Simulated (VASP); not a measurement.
# Si2PRh2 (I4/mmm) in VASP: settings compared, part 2 of 2

VASP 6.6.1. The steps go on from the part before.

## Step 4: Single point, revPBE

The input, INCAR:

```
ALGO = Normal
EDIFF = 1E-6
ENCUT = 520
GGA = RE
ISIF = 2
ISMEAR = 0
ISYM = 0
LASPH = T
LCHARG = F
LREAL = F
LWAVE = F
NBANDS = 30
NELM = 100
PREC = Accurate
SIGMA = 0.0164
```

The input, KPOINTS:

```
k-points
0
Gamma
  5 5 5
```

The input, POSCAR:

```
Si2PRh2
1.0
    0.0000000000      3.9130552100      0.0000000000
    3.9130552100      0.0000000000      0.0000000000
    1.9565281100      1.9565281100     -4.8021640900
Si P Rh
2 1 2
Direct
    0.3620000000      0.3620000000      0.2760000000
    0.6380000000      0.6380000000      0.7240000000
    0.0000000000      0.0000000000      0.0000000000
    0.7500000000      0.2500000000      0.5000000000
    0.2500000000      0.7500000000      0.5000000000
```

The run is started by

```console
$ cat potpaw_PBE.64/Si/POTCAR potpaw_PBE.64/P/POTCAR potpaw_PBE.64/Rh_pv/POTCAR > POTCAR
$ mpirun -np 1 vasp_std > vasp.out
```

Wall time 72 s (1 thread of Intel Xeon 6975P-C (Granite Rapids), shared host); peak memory 0.26 GiB.

The run converged. Its results:

```yaml
Free_energy: -28.4677 eV
Pressure: 23.2 GPa
Largest_force: 4.817 eV/Å
Band_gap_on_the_k_mesh: zero (an odd number of electrons rules out a gap without spin polarisation)
```

Forces on the atoms (eV/Å):
```
Si   0.000  0.000  4.817
Si   0.000  0.000 -4.817
P    0.000  0.000  0.000
Rh   0.000  0.000  0.000
Rh   0.000  0.000  0.000
```

Stress tensor (GPa, compression positive):
```
29.95  0.00  0.00
 0.00 29.95  0.00
 0.00  0.00  9.56
```

Levels at points of the mesh, in eV from the Fermi level:
| k point | band 20 | band 21 | band 22 | band 23 | band 24 | band 25 |
| --- | --- | --- | --- | --- | --- | --- |
| (0.00, 0.00, 0.00) | -0.07 | -0.07 | 0.17 | 0.26 | 0.26 | 2.69 |

Caveat: the stress differs along the axes, from 10 to 30 GPa; the PAW data sets were made with another functional, which shifts forces and pressure a little; an odd number of electrons without spin polarisation forces a metal; a magnetic or distorted state may lie lower.

## Step 5: Single point, PBE+U

The input, INCAR:

```
PREC = Accurate ; ENCUT = 520
EDIFF = 1E-7 ; ISMEAR = 1
SIGMA = 0.01 ; LREAL = F
LASPH = T ; NELM = 150
ALGO = Normal ; ISIF = 2
LWAVE = F ; LCHARG = F
LMAXMIX = 4 ; LDAU = T
LDAUTYPE = 2 ; LDAUL = -1 -1 2
LDAUU = 0 0 4 ; LDAUJ = 0 0 0
LDAUPRINT = 1 ; GGA = PE
NBANDS = 30
```

The input, KPOINTS:

```
regular mesh
0
Gamma
  5 5 5
```

POSCAR is that of step 4.

Potentials or basis: VASP PAW PBE potentials, release 64 (Si, P, Rh_pv).

The run is started by

```console
$ cat potpaw_PBE.64/Si/POTCAR potpaw_PBE.64/P/POTCAR potpaw_PBE.64/Rh_pv/POTCAR > POTCAR
$ mpirun -np 1 vasp_std > vasp.out
```

OUTCAR:

```text
PREC = Accurate
   ENCUT = 520
   EDIFF = 1E-7
   ISMEAR = 1
   LREAL = F
   LASPH = T
   NELM = 150
   ISIF = 2
   GGA = PE

 ion  position               nearest neighbor table
   1  0.362  0.362  0.276-   5 2.23   4 2.23   4 2.23   5 2.23   2 2.65
   2  0.638  0.638  0.724-   5 2.23   4 2.23   4 2.23   5 2.23   1 2.65
   3  0.000  0.000  0.000-   4 3.10   5 3.10   4 3.10   5 3.10   4 3.10   5 3.10   4 3.10   5 3.10

   4  0.750  0.250  0.500-   1 2.23   2 2.23   2 2.23   1 2.23   5 2.77   5 2.77   5 2.77   5 2.77
                             3 3.10   3 3.10   3 3.10   3 3.10
   5  0.250  0.750  0.500-   1 2.23   2 2.23   2 2.23   1 2.23   4 2.77   4 2.77   4 2.77   4 2.77
                             3 3.10   3 3.10   3 3.10   3 3.10

  LATTYP: Found a body centered tetragonal cell.
 ALAT       =     3.9130552100
 C/A-ratio  =     2.4544320651

  Lattice vectors:

 A1 = (  -1.9565281100,   1.9565271000,   4.8021640900)
 A2 = (   1.9565271000,  -1.9565281100,   4.8021640900)
 A3 = (   1.9565281100,   1.9565281100,  -4.8021640900)

Analysis of symmetry for initial positions (statically):
=====================================================================
 Subroutine PRICEL returns:
 Original cell was already a primitive cell.

 Routine SETGRP: Setting up the symmetry group for a
 body centered tetragonal supercell.

 Subroutine GETGRP returns: Found 16 space group operations
 (whereof 16 operations were pure point group operations)
[... 216 lines left out ...]
  o =  0.7903  v =  0.0000  0.0000  0.0000  0.0000  0.0000  0.0000 -0.0000 -1.0000 -0.0000 -0.0000      0.0000  0.0000  0.0000  0.0000  0.0000  0.0000  0.0000  0.0000  0.0000  0.0000
  o =  0.7931  v =  0.0000  0.7071  0.0000 -0.7071 -0.0000  0.0000  0.0000  0.0000  0.0000  0.0000      0.0000  0.0000  0.0000  0.0000  0.0000  0.0000  0.0000  0.0000  0.0000  0.0000
  o =  0.7931  v =  0.0000  0.0000  0.0000  0.0000  0.0000  0.0000  0.7071  0.0000 -0.7071 -0.0000      0.0000  0.0000  0.0000  0.0000  0.0000  0.0000  0.0000  0.0000  0.0000  0.0000
  o =  0.7931  v =  0.0000  0.0000  0.0000  0.0000  0.0000  0.0000 -0.7071  0.0000 -0.7071  0.0000      0.0000  0.0000  0.0000  0.0000  0.0000  0.0000  0.0000  0.0000  0.0000  0.0000
  o =  0.7931  v =  0.0000 -0.7071  0.0000 -0.7071  0.0000  0.0000  0.0000  0.0000  0.0000  0.0000      0.0000  0.0000  0.0000  0.0000  0.0000  0.0000  0.0000  0.0000  0.0000  0.0000
  o =  0.8019  v =  0.0000  0.0000  0.0000  0.0000  0.0000  0.0000  0.0000 -0.0000 -0.0000  1.0000      0.0000  0.0000  0.0000  0.0000  0.0000  0.0000  0.0000  0.0000  0.0000  0.0000
  o =  0.8019  v =  0.0000  0.0000 -0.0000 -0.0000  1.0000  0.0000  0.0000  0.0000  0.0000  0.0000      0.0000  0.0000  0.0000  0.0000  0.0000  0.0000  0.0000  0.0000  0.0000  0.0000

 number of electron      43.0000013 magnetization

 Free energy of the ion-electron system (eV)
  ---------------------------------------------------
  ext. energy  EPLUGINS =         0.00000000
  ---------------------------------------------------
  free energy    TOTEN  =       -23.21782251 eV

  energy without entropy =      -23.21768047  energy(sigma->0) =      -23.21777516

 E-fermi :   9.7012     XC(G=0): -11.9387

 val. band max:        9.6455953867   @ k =  -0.4000   0.4000   0.0000
 cond. band min:       9.7035514344   @ k =  -0.4000   0.4000   0.0000
 fundamental gap:      0.0579560477
 Fermi energy:         9.7012178817

 k-point     1 :       0.0000    0.0000    0.0000
  band No.  band energies     occupation
      1     -36.4708      2.00000
      2     -36.4708      2.00000
      3     -36.1754      2.00000
      4     -36.1754      2.00000
      5     -36.0463      2.00000
      6     -35.9745      2.00000
[... 583 lines left out ...]
     29      16.1311      0.00000
     30      16.1465      0.00000

------------------------ aborting loop because EDIFF is reached ----------------------------------------

  FORCE on cell =-STRESS in cart. coord.  units (eV):
  Direction    XX          YY          ZZ          XY          YZ          ZX
  --------------------------------------------------------------------------------------
  -------------------------------------------------------------------------------------
  Total        9.7934057      9.7934057      1.7305676      0.0000000     -0.0000002     -0.0000002
  in kB      213.3906482    213.3906482     37.7077142      0.0000000     -0.0000040     -0.0000040
  external PRESSURE =     154.8296702 kB  Pullay stress =       0.0000000 kB

 VOLUME and BASIS-vectors are now :
 -----------------------------------------------------------------------------
  energy-cutoff  :      520.00
  volume of cell :       73.53
      direct lattice vectors                 reciprocal lattice vectors
     0.000000000  3.913055210  0.000000000     0.000000000  0.255554789  0.104119751
     3.913055210  0.000000000  0.000000000     0.255554789  0.000000000  0.104119751
     1.956528110  1.956528110 -4.802164090     0.000000000  0.000000000 -0.208239448

 POSITION                                       TOTAL-FORCE (eV/Angst)
 -----------------------------------------------------------------------------------
      1.95653      1.95653     -1.32540        -0.000000     -0.000000      3.927410
      3.91306      3.91306     -3.47677         0.000000      0.000000     -3.927410
      0.00000      0.00000      0.00000        -0.000000     -0.000000      0.000000
      1.95653      3.91306     -2.40108        -0.000000     -0.000000     -0.000000
      3.91306      1.95653     -2.40108         0.000000      0.000000      0.000000
 -----------------------------------------------------------------------------------
    total drift:                                0.000000     -0.000000     -0.000000

  FREE ENERGIE OF THE ION-ELECTRON SYSTEM (eV)
  ---------------------------------------------------
  free  energy   TOTEN  =       -23.2178225102 eV

  energy  without entropy=      -23.2176804743  energy(sigma->0) =      -23.21777516
```

OSZICAR:

```text
N       E                     dE             d eps       ncg     rms          rms(c)
DAV:   1     0.393245580464E+03    0.39325E+03   -0.24126E+04  1112   0.140E+03
DAV:   2    -0.108862055327E+02   -0.40413E+03   -0.39219E+03  1166   0.406E+02
DAV:   3    -0.239011280197E+02   -0.13015E+02   -0.12789E+02  1288   0.740E+01
DAV:   4    -0.240708412229E+02   -0.16971E+00   -0.16955E+00  1248   0.841E+00
DAV:   5    -0.240730988202E+02   -0.22576E-02   -0.22575E-02  1274   0.103E+00    0.219E+01
DAV:   6    -0.232282082596E+02    0.84489E+00   -0.19304E+00  1196   0.744E+00    0.100E+01
DAV:   7    -0.232562491039E+02   -0.28041E-01   -0.67174E-01  1256   0.540E+00    0.326E+00
DAV:   8    -0.232195562584E+02    0.36693E-01   -0.34342E-01  1268   0.438E+00    0.214E+00
DAV:   9    -0.232175848889E+02    0.19714E-02   -0.27872E-02  1234   0.121E+00    0.515E-01
DAV:  10    -0.232176934786E+02   -0.10859E-03   -0.36279E-03  1264   0.354E-01    0.215E-01
DAV:  11    -0.232178163739E+02   -0.12290E-03   -0.90393E-04  1244   0.182E-01    0.102E-01
DAV:  12    -0.232178216040E+02   -0.52301E-05   -0.13213E-04  1328   0.713E-02    0.335E-02
DAV:  13    -0.232178205950E+02    0.10090E-05   -0.28871E-05  1244   0.357E-02    0.130E-02
DAV:  14    -0.232178219910E+02   -0.13960E-05   -0.29021E-06  1224   0.100E-02    0.438E-03
DAV:  15    -0.232178226072E+02   -0.61626E-06   -0.49697E-07  1224   0.454E-03    0.199E-03
DAV:  16    -0.232178225102E+02    0.97002E-07   -0.99796E-08   760   0.183E-03
   1 F= -.23217823E+02 E0= -.23217775E+02  d E =-.142036E-03
```

stdout:

```text
POSCAR found type information on POSCAR SiP Rh
 POSCAR found :  3 types and       5 ions
 scaLAPACK will be used
 LDA part: xc-table for (Slater+PW92), standard interpolation
 POSCAR, INCAR and KPOINTS ok, starting setup
 FFT: planning ... GRIDC
 FFT: planning ... GRID_SOFT
 FFT: planning ... GRID
 WAVECAR not read
 entering main loop
```

It took 27 s on 1 thread of Intel Xeon 6975P-C (Granite Rapids), shared host; peak memory 0.19 GiB.

Results:

| Property | Result |
| --- | --- |
| Free energy | -23.2178 eV |
| Pressure | 15.5 GPa |
| Largest force | 3.927 eV/Å |
| Band gap on the k mesh | zero (an odd number of electrons rules out a gap without spin polarisation) |

Forces in eV/Å, atoms in the order of the input:
```
Si   0.000  0.000  3.927
Si   0.000  0.000 -3.927
P    0.000  0.000  0.000
Rh   0.000  0.000  0.000
Rh   0.000  0.000  0.000
```

Stress tensor (GPa, compression positive):
```
21.34  0.00  0.00
 0.00 21.34  0.00
 0.00  0.00  3.77
```

Eigenvalues of the final occupation matrices:
| site | spin | trace | eigenvalues |
| --- | --- | --- | --- |
| site 4 d | 1 | 3.89 | 0.71 0.79 0.79 0.79 0.80 |
| site 4 d | 2 | 3.89 | 0.71 0.79 0.79 0.79 0.80 |
| site 5 d | 1 | 3.89 | 0.71 0.79 0.79 0.79 0.80 |
| site 5 d | 2 | 3.89 | 0.71 0.79 0.79 0.79 0.80 |

Caveat: the stress differs along the axes, from 4 to 21 GPa; an odd number of electrons without spin polarisation forces a metal; a magnetic or distorted state may lie lower; U without spin polarisation on a metal has little footing; the U is typed as a test and isn't derived for this compound.

## Step 6: The runs side by side

| level | spin | U | k mesh | smearing | gap on the mesh (eV) | pressure (GPa) | largest force (eV/Å) |
| --- | --- | --- | --- | --- | --- | --- | --- |
| PBE | off | - | 5 × 5 × 5 | gaussian 0.0164 eV | none | 21.3 | 4.70 |
| PBE | non-collinear, zero start, SOC | - | 6 × 6 × 6 | gaussian 0.0164 eV | - | 21.5 | 4.71 |
| revPBE | off | - | 5 × 5 × 5 | gaussian 0.0164 eV | none | 23.2 | 4.82 |
| PBE+U | off | Rh d U = 4.0 eV | 5 × 5 × 5 | methfessel-paxton 0.01 eV | none | 15.5 | 3.93 |

Alike in all rows: task single point; potentials or basis VASP PAW PBE potentials, release 64 (Si, P, Rh_pv); cell as given; cutoff (eV) 520.

The pressure there spans 15.5 GPa (PBE+U) to 23.2 GPa (revPBE); a positive pressure means that this level wants a larger cell, a negative one a smaller.

Caveats: an odd number of electrons without spin polarisation forces a metal (at least some runs); a magnetic or distorted state may lie lower (at least some runs); the stress differs along the axes, from 8 to 28 GPa (at least some runs); the stress differs along the axes, from 7 to 29 GPa (at least some runs); forces of over 1 eV/Å act on the atoms, so gaps and moduli don't describe the material at rest (at least some runs); the stress differs along the axes, from 10 to 30 GPa (at least some runs); the PAW data sets were made with another functional, which shifts forces and pressure a little (at least some runs).

Total energies depend on the potentials used, so only differences within one code and one set of settings carry meaning.

The gap in the log of VASP goes by the Fermi energy; the results here count the filled bands.